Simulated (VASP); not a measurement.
# Al (Fm-3m) in VASP: notebook

Al is run at these levels: PBE; tasks: single point.

Everything below comes from runs of VASP 6.6.1. Logs are shortened: lines on timing, memory, paths and dates and some standing lists are left out, and cuts for length are marked.

**1. The cell of the first run**

The structure is cubic, space group Fm-3m (No. 225). Conventional cell: a = 4.034 Å, b = 4.034 Å, c = 4.034 Å, α = 90.00°, β = 90.00°, γ = 90.00°. Within 3.8 Å of Al (site symmetry m-3m) lie 12 Al at 2.85 Å.

**2. Single point, PBE (volume scaled by 0.99)**

Input file INCAR:

```
  PREC = Accurate
  ENCUT = 520
  EDIFF = 1E-7
  ISMEAR = -1
  SIGMA = 0.05
  LREAL = False
  LASPH = True
  NELM = 100
  ALGO = Normal
  ISIF = 2
  LWAVE = False
  LCHARG = False
  GGA = PE
  NBANDS = 8
```

Input file KPOINTS:

```
regular mesh
0
Gamma
  14 14 14
```

Input file POSCAR:

```
Al
1.0
    0.0000000000      2.0172107856      2.0172107856
    2.0172107856      0.0000000000      2.0172107856
    2.0172107856      2.0172107856      0.0000000000
Al
1
Direct
    0.0000000000      0.0000000000      0.0000000000
```

Potentials or basis: VASP PAW PBE potentials, release 64 (Al).

The run is started by

```
$ cat potpaw_PBE.64/Al/POTCAR > POTCAR
$ mpirun -np 1 vasp_std > vasp.out
```

OUTCAR:

```text
PREC = Accurate
   ENCUT = 520
   EDIFF = 1E-7
   ISMEAR = -1
   LREAL = False
   LASPH = True
   NELM = 100
   ISIF = 2
   GGA = PE

 ion  position               nearest neighbor table
   1  0.000  0.000  0.000-

  LATTYP: Found a face centered cubic cell.
 ALAT       =     4.0344215712

  Lattice vectors:

 A1 = (   0.0000000000,   2.0172107856,   2.0172107856)
 A2 = (   2.0172107856,   0.0000000000,   2.0172107856)
 A3 = (   2.0172107856,   2.0172107856,   0.0000000000)

Analysis of symmetry for initial positions (statically):
=====================================================================
 Subroutine PRICEL returns:
 Original cell was already a primitive cell.

 Routine SETGRP: Setting up the symmetry group for a
 face centered cubic supercell.

 Subroutine GETGRP returns: Found 48 space group operations
 (whereof 48 operations were pure point group operations)
 out of a pool of 48 trial point group operations.

The static configuration has the point symmetry O_h .

Analysis of symmetry for dynamics (positions and initial velocities):
=====================================================================
 Subroutine PRICEL returns:
 Original cell was already a primitive cell.

 Routine SETGRP: Setting up the symmetry group for a
 face centered cubic supercell.

 Subroutine GETGRP returns: Found 48 space group operations
 (whereof 48 operations were pure point group operations)
 out of a pool of 48 trial point group operations.

The dynamic configuration has the point symmetry O_h .

 Subroutine INISYM returns: Found 48 space group operations
 (whereof 48 operations are pure point group operations),
 and found     1 'primitive' translations

----------------------------------------------------------------------------------------

                                     Primitive cell

  volume of cell :      16.4166

  direct lattice vectors                    reciprocal lattice vectors
     0.000000000  2.017210786  2.017210786    -0.247867007  0.247867007  0.247867007
     2.017210786  0.000000000  2.017210786     0.247867007 -0.247867007  0.247867007
     2.017210786  2.017210786  0.000000000     0.247867007  0.247867007 -0.247867007

  length of vectors
     2.852766851  2.852766851  2.852766851     0.429318250  0.429318250  0.429318250

  position of ions in fractional coordinates (direct lattice)
     0.000000000  0.000000000  0.000000000

  ion indices of the primitive-cell ions
   primitive index   ion index
                 1           1

----------------------------------------------------------------------------------------

 KPOINTS: regular mesh

Automatic generation of k-mesh.
 Grid dimensions read from file:
 generate k-points for:   14   14   14

 Generating k-lattice:

  Cartesian coordinates                     Fractional coordinates (reciprocal lattice)
    -0.017704786  0.017704786  0.017704786     0.071428571  0.000000000  0.000000000
     0.017704786 -0.017704786  0.017704786     0.000000000  0.071428571  0.000000000
     0.017704786  0.017704786 -0.017704786     0.000000000  0.000000000  0.071428571

  Length of vectors
     0.030665589  0.030665589  0.030665589

  Shift w.r.t. Gamma in fractional coordinates (k-lattice)
     0.000000000  0.000000000  0.000000000

 Subroutine IBZKPT returns following result:
 ===========================================

 Found    104 irreducible k-points:

 Following reciprocal coordinates:
            Coordinates               Weight
  0.000000  0.000000  0.000000      1.000000
  0.071429  0.000000  0.000000      8.000000
  0.142857  0.000000  0.000000      8.000000
  0.214286  0.000000  0.000000      8.000000
  0.285714  0.000000  0.000000      8.000000
  0.357143  0.000000  0.000000      8.000000
[... 16 lines left out ...]
  0.214286  0.142857  0.000000     24.000000
  0.285714  0.142857  0.000000     24.000000
 [... further k-points ...]
   k-points           NKPTS =    104   k-points in BZ     NKDIM =    104   number of bands    NBANDS=      8
   number of dos      NEDOS =    301   number of ions     NIONS =      1
   total plane-waves  NPLWV =  13824
   dimension x,y,z NGX =    24 NGY =   24 NGZ =   24
   dimension x,y,z NGXF=    48 NGYF=   48 NGZF=   48
   ions per type =               1
   NGX,Y,Z   is equivalent  to a cutoff of  13.99, 13.99, 13.99 a.u.
   NGXF,Y,Z  is equivalent  to a cutoff of  27.97, 27.97, 27.97 a.u.
 SYSTEM =  unknown system
   PREC   = accura    normal or accurate (medium, high low for compatibility)
   ISTART =      0    job   : 0-new  1-cont  2-samecut
   ICHARG =      2    charge: 1-file 2-atom 10-const
   ISPIN  =      1    spin polarized calculation?
   LNONCOLLINEAR =      F non collinear calculations
   LSORBIT =      F    spin-orbit coupling
   LASPH  =      T    aspherical Exc in radial PAW
   ENCUT  =  520.0 eV  38.22 Ry    6.18 a.u.   5.30  5.30  5.30*2*pi/ulx,y,z
   NELM   =    100;   NELMIN=  2; NELMDL= -5     # of ELM steps
   EDIFF  = 0.1E-06   stopping-criterion for ELM
   LREAL  =      F    real-space projection
   EDIFFG = 0.1E-05   stopping-criterion for IOM
   NSW    =      0    number of steps for IOM
   IBRION =     -1    ionic relax: 0-MD 1-quasi-New 2-CG
   NFREE  =      0    steps in history (QN), initial steepest desc. (CG)
   ISIF   =      2    stress and relaxation
   ISYM   =      2    0-nonsym 1-usesym 2-fastsym
   POTIM  = 0.5000    time-step for ionic-motion
   TEBEG  =    0.0;   TEEND  =   0.0 temperature during run
   PSTRESS=    0.0 pullay stress
   NELECT =       3.0000    total number of electrons
   NUPDOWN=      -1.0000    fix difference up-down
   EMIN   =  10.00;   EMAX   =-10.00  energy-range for DOS
   EFERMI =   0.00;   METHOD = LEGACY
   ISMEAR =    -1;   SIGMA  =   0.05  broadening in eV -4-tet -1-fermi 0-gaus
   EFERMI_NEDOS =   21; number of points for ismear=-14 and -15
   IALGO  =     38    algorithm
   IMIX   =      4    mixing-type and parameters
     AMIX     =   0.40;   BMIX     =  1.00
     AMIX_MAG =   1.60;   BMIX_MAG =  1.00
  volume/ion in A,a.u.               =      16.42       110.78
  Fermi-wavevector in a.u.,A,eV,Ry     =   0.929011  1.755575 11.742652  0.863061
  Thomas-Fermi vector in A             =   2.055248
   LORBIT       =      0    0 simple, 1 ext, 2 COOP (PROOUT), +10 PAW based schemes
   GGA     = PE    functional components
   LHFCALC =     F    Hartree Fock is set to
   AEXX    =    0.0000 exact exchange contribution
   IVDW    =     0    specifies the selected vdW correction
   LEPSILON=     F    determine dielectric tensor
   LRPA    =     F    only Hartree local field effects (RPA)
 non-spin polarized calculation
  energy-cutoff  :      520.00
  volume of cell :       16.42
 maximum number of plane-waves:       459
 NGX is ok and might be reduce to    24
   NGX = 11   NGY = 11   NGZ = 11

 number of electron       3.0000000 magnetization

 Free energy of the ion-electron system (eV)
  ---------------------------------------------------
  ext. energy  EPLUGINS =         0.00000000
  ---------------------------------------------------
  free energy    TOTEN  =        -3.74022449 eV

  energy without entropy =       -3.73611484  energy(sigma->0) =       -3.73816966

 E-fermi :   8.0224     XC(G=0): -10.2154

 val. band max:        8.0100109924   @ k =  -0.3571   0.4286   0.2143
 cond. band min:       8.0648028556   @ k =   0.5000   0.2857   0.0000
 fundamental gap:      0.0547918632
 Fermi energy:         8.0223751944

 k-point     1 :       0.0000    0.0000    0.0000
  band No.  band energies     occupation
      1      -3.1169      2.00000
      2      20.6998      0.00000
      3      20.6998      0.00000
      4      20.6998      0.00000
      5      22.2295      0.00000
      6      22.2295      0.00000
      7      22.2295      0.00000
      8      24.5551      0.00000

 k-point     2 :       0.0714    0.0000    0.0000
  band No.  band energies     occupation
      1      -2.9777      2.00000
      2      18.5623      0.00000
      3      20.2481      0.00000
      4      20.2481      0.00000
      5      22.8631      0.00000
      6      22.8966      0.00000
      7      22.8966      0.00000
      8      25.9616      0.00000

 k-point     3 :       0.1429    0.0000    0.0000
  band No.  band energies     occupation
      1      -2.5611      2.00000
      2      15.6688      0.00000
      3      19.6165      0.00000
      4      19.6165      0.00000
      5      22.7686      0.00000
      6      24.0248      0.00000
      7      24.0248      0.00000
      8      25.4890      0.00000

 k-point     4 :       0.2143    0.0000    0.0000
  band No.  band energies     occupation
      1      -1.8694      2.00000
      2      12.8501      0.00000
      3      19.1505      0.00000
      4      19.1505      0.00000
      5      22.5390      0.00000
      6      23.5055      0.00000
      7      23.5055      0.00000
      8      26.1386      0.00000

 k-point     5 :       0.2857    0.0000    0.0000
  band No.  band energies     occupation
      1      -0.9068      2.00000
      2      10.2023      0.00000
      3      18.8997      0.00000
      4      18.8997      0.00000
      5      22.2297      0.00000
      6      22.2297      0.00000
      7      22.4118      0.00000
      8      26.2401      0.00000
[... 177 lines left out ...]
 k-point    22 :       0.1429    0.1429    0.0000
  band No.  band energies     occupation
      1      -2.3763      2.00000
      2      17.6007      0.00000
      3      17.6007      0.00000
      4      17.7897      0.00000
      5      20.7952      0.00000
      6      21.7972      0.00000
      7      26.3712      0.00000
      8      26.3712      0.00000

 k-point    23 :       0.2143    0.1429    0.0000
  band No.  band energies     occupation
      1      -1.8694      2.00000
      2      15.0375      0.00000
      3      16.9387      0.00000
      4      18.1682      0.00000
      5      20.0053      0.00000
      6      21.0177      0.00000
      7      26.8740      0.00000
      8      27.1853      0.00000

 k-point    24 :       0.2857    0.1429    0.0000
  band No.  band energies     occupation
      1      -1.0897      2.00000
      2      12.3475      0.00000
      3      16.5121      0.00000
      4      18.0354      0.00000
      5      18.4797      0.00000
      6      22.3725      0.00000
      7      26.2966      0.00000
      8      26.8704      0.00000

 [... further k-points ...]
[... 5 lines left out ...]
  --------------------------------------------------------------------------------------
  -------------------------------------------------------------------------------------
  Total        0.0128220      0.0128220      0.0128220      0.0000000      0.0000000     -0.0000000
  in kB        1.2513638      1.2513638      1.2513638      0.0000000      0.0000000     -0.0000000
  external PRESSURE =       1.2513638 kB  Pullay stress =       0.0000000 kB

 VOLUME and BASIS-vectors are now :
 -----------------------------------------------------------------------------
  energy-cutoff  :      520.00
  volume of cell :       16.42
      direct lattice vectors                 reciprocal lattice vectors
     0.000000000  2.017210786  2.017210786    -0.247867007  0.247867007  0.247867007
     2.017210786  0.000000000  2.017210786     0.247867007 -0.247867007  0.247867007
     2.017210786  2.017210786  0.000000000     0.247867007  0.247867007 -0.247867007

 POSITION                                       TOTAL-FORCE (eV/Angst)
 -----------------------------------------------------------------------------------
      0.00000      0.00000      0.00000         0.000000      0.000000     -0.000000
 -----------------------------------------------------------------------------------
    total drift:                               -0.000000     -0.000000      0.000000

  FREE ENERGIE OF THE ION-ELECTRON SYSTEM (eV)
  ---------------------------------------------------
  free  energy   TOTEN  =        -3.7402244875 eV

  energy  without entropy=       -3.7361148351  energy(sigma->0) =       -3.73816966
```

Run time: 8.7 s. Hardware: 1 thread of Intel Xeon 6975P-C, shared host; peak memory 0.13 GiB.

What came out:

```
Free energy : -3.7402 eV
Pressure    : 0.1 GPa
```

**3. Single point, PBE (volume scaled by 1.01)**

Input file INCAR:

```
SYSTEM = Al
ALGO     = Normal         ! electronic algorithm
EDIFF    = 1E-6           ! SCF threshold, eV
ENCUT    = 520            ! plane-wave cutoff, eV
GGA      = PE             ! functional
ISIF     = 2              ! what is computed and relaxed
ISMEAR   = -1             ! smearing method
LASPH    = .TRUE.         ! aspherical terms in the spheres
LCHARG   = .FALSE.        ! write CHGCAR
LREAL    = .FALSE.        ! projectors in reciprocal space
LWAVE    = .FALSE.        ! write WAVECAR
NBANDS   = 8              ! bands
NELM     = 80             ! most SCF steps
PREC     = Accurate       ! precision mode
SIGMA    = 0.05           ! smearing width, eV
```

Input file KPOINTS:

```
k-points
0
G
  14 14 14
  0 0 0
```

Input file POSCAR:

```
Al
1.0
    0.0000000000      2.0307042354      2.0307042354
    2.0307042354      0.0000000000      2.0307042354
    2.0307042354      2.0307042354      0.0000000000
Al
1
Direct
    0.0000000000      0.0000000000      0.0000000000
```

Potentials or basis: VASP PAW PBE potentials, release 64 (Al).

The run is started by

```
$ cat potpaw_PBE.64/Al/POTCAR > POTCAR
$ mpirun -np 1 vasp_std > vasp.out
```

OUTCAR:

```text
SYSTEM = Al
   EDIFF = 1E-6
   ENCUT = 520
   GGA = PE
   ISIF = 2
   ISMEAR = -1
   LASPH = .TRUE.
   LREAL = .FALSE.
   NELM = 80
   PREC = Accurate

 ion  position               nearest neighbor table
   1  0.000  0.000  0.000-

  LATTYP: Found a face centered cubic cell.
 ALAT       =     4.0614084708

  Lattice vectors:

 A1 = (   0.0000000000,   2.0307042354,   2.0307042354)
 A2 = (   2.0307042354,   0.0000000000,   2.0307042354)
 A3 = (   2.0307042354,   2.0307042354,   0.0000000000)

Analysis of symmetry for initial positions (statically):
[... 435 lines left out ...]
      3      16.1845      0.00000
      4      17.7363      0.00000
      5      18.1082      0.00000
      6      21.9537      0.00000
      7      25.8570      0.00000
      8      26.4110      0.00000

 [... further k-points ...]
[... 5 lines left out ...]
  --------------------------------------------------------------------------------------
  -------------------------------------------------------------------------------------
  Total       -0.1437612     -0.1437612     -0.1437612      0.0000000     -0.0000000      0.0000000
  in kB      -13.7525192    -13.7525192    -13.7525192      0.0000000     -0.0000000      0.0000000
  external PRESSURE =     -13.7525192 kB  Pullay stress =       0.0000000 kB

 VOLUME and BASIS-vectors are now :
 -----------------------------------------------------------------------------
  energy-cutoff  :      520.00
  volume of cell :       16.75
      direct lattice vectors                 reciprocal lattice vectors
     0.000000000  2.030704235  2.030704235    -0.246220002  0.246220002  0.246220002
     2.030704235  0.000000000  2.030704235     0.246220002 -0.246220002  0.246220002
     2.030704235  2.030704235  0.000000000     0.246220002  0.246220002 -0.246220002

 POSITION                                       TOTAL-FORCE (eV/Angst)
 -----------------------------------------------------------------------------------
      0.00000      0.00000      0.00000         0.000000      0.000000      0.000000
 -----------------------------------------------------------------------------------
    total drift:                                0.000000     -0.000000     -0.000000

  FREE ENERGIE OF THE ION-ELECTRON SYSTEM (eV)
  ---------------------------------------------------
  free  energy   TOTEN  =        -3.7389127508 eV

  energy  without entropy=       -3.7345846344  energy(sigma->0) =       -3.73674869
```

OSZICAR:

```text
N       E                     dE             d eps       ncg     rms          rms(c)
DAV:   1    -0.235992702313E+01   -0.23599E+01   -0.83929E+02  1664   0.202E+02
DAV:   2    -0.375454389772E+01   -0.13946E+01   -0.13621E+01  2312   0.187E+01
DAV:   3    -0.376153625581E+01   -0.69924E-02   -0.69899E-02  2176   0.150E+00
DAV:   4    -0.376155448162E+01   -0.18226E-04   -0.18225E-04  2576   0.657E-02
DAV:   5    -0.376155452025E+01   -0.38628E-07   -0.38683E-07  2232   0.166E-03    0.128E+00
DAV:   6    -0.374845612647E+01    0.13098E-01   -0.17844E-03  2192   0.200E-01    0.746E-01
DAV:   7    -0.373892064166E+01    0.95355E-02   -0.53143E-03  2160   0.324E-01    0.145E-01
DAV:   8    -0.373891465280E+01    0.59889E-05   -0.14152E-05  2376   0.270E-02    0.714E-03
DAV:   9    -0.373891314709E+01    0.15057E-05   -0.88636E-07  2456   0.410E-03    0.731E-04
DAV:  10    -0.373891275083E+01    0.39626E-06   -0.38510E-09  1432   0.431E-04
   1 F= -.37389128E+01 E0= -.37367487E+01  d E =-.432812E-02
```

stdout:

```text
POSCAR found type information on POSCAR Al
 POSCAR found :  1 types and       1 ions
 scaLAPACK will be used
 LDA part: xc-table for (Slater+PW92), standard interpolation
 POSCAR, INCAR and KPOINTS ok, starting setup
 FFT: planning ... GRIDC
 FFT: planning ... GRID_SOFT
 FFT: planning ... GRID
 WAVECAR not read
 entering main loop
```

Wall time 10 s (1 thread of Intel Xeon 6975P-C, shared host); peak memory 0.14 GiB.

What came out:

```
Free energy : -3.7389 eV
Pressure    : -1.4 GPa
```

Levels at points of the mesh, in eV from the Fermi level:
```
           k point  band 1  band 2  band 3  band 4  band 5  band 6
(0.00, 0.00, 0.00)  -11.01   12.56   12.56   12.56   13.94   13.94
(0.50, 0.00, 0.00)   -4.51   -4.33   11.28   11.28   11.42   11.42
(0.50, 0.50, 0.00)   -2.86   -1.57    5.28    5.55    5.55    8.96
```

**4. Single point, PBE (volume scaled by 1.02)**

Input file INCAR:

```
PREC = Accurate
ENCUT = 520
EDIFF = 1E-6
ISMEAR = -1
SIGMA = 0.05
LREAL = F
LASPH = T
NELM = 100
ALGO = Normal
ISIF = 2
LWAVE = F
LCHARG = F
GGA = PE
NBANDS = 8
```

Input file KPOINTS:

```
regular mesh
0
Gamma
  14 14 14
```

Input file POSCAR:

```
Al
1.0
    0.0000000000      2.0373842317      2.0373842317
    2.0373842317      0.0000000000      2.0373842317
    2.0373842317      2.0373842317      0.0000000000
Al
1
Direct
    0.0000000000      0.0000000000      0.0000000000
```

The run is started by

```
$ cat potpaw_PBE.64/Al/POTCAR > POTCAR
$ mpirun -np 1 vasp_std > vasp.out
```

It used 5.6 s of CPU time on 1 thread of Intel Xeon 6975P-C (shared host).

Results (log left out):

```
Free energy : -3.7371 eV
Pressure    : -2.1 GPa
```

Levels at points of the mesh, in eV from the Fermi level:
```
           k point  band 1  band 2  band 3  band 4
(0.00, 0.00, 0.00)  -10.94   12.51   12.51   12.51
(0.50, 0.00, 0.00)   -4.47   -4.32   11.17   11.17
(0.50, 0.50, 0.00)   -2.84   -1.57    5.28    5.50
```

**5. Summary**

| cell | gap on the mesh (eV) | pressure (GPa) |
| --- | --- | --- |
| a = 2.853 Å, angles 60.0°, 1 atom | none | 0.1 |
| a = 2.872 Å, angles 60.0°, 1 atom | none | -1.4 |
| a = 2.881 Å, angles 60.0°, 1 atom | none | -2.1 |

Alike in all rows: task single point; level PBE; potentials or basis VASP PAW PBE potentials, release 64 (Al); no spin polarisation; k mesh 14 × 14 × 14; cutoff (eV) 520; smearing fermi-dirac 0.05 eV.

Total energies depend on the potentials used, so only differences within one code and one set of settings carry meaning.
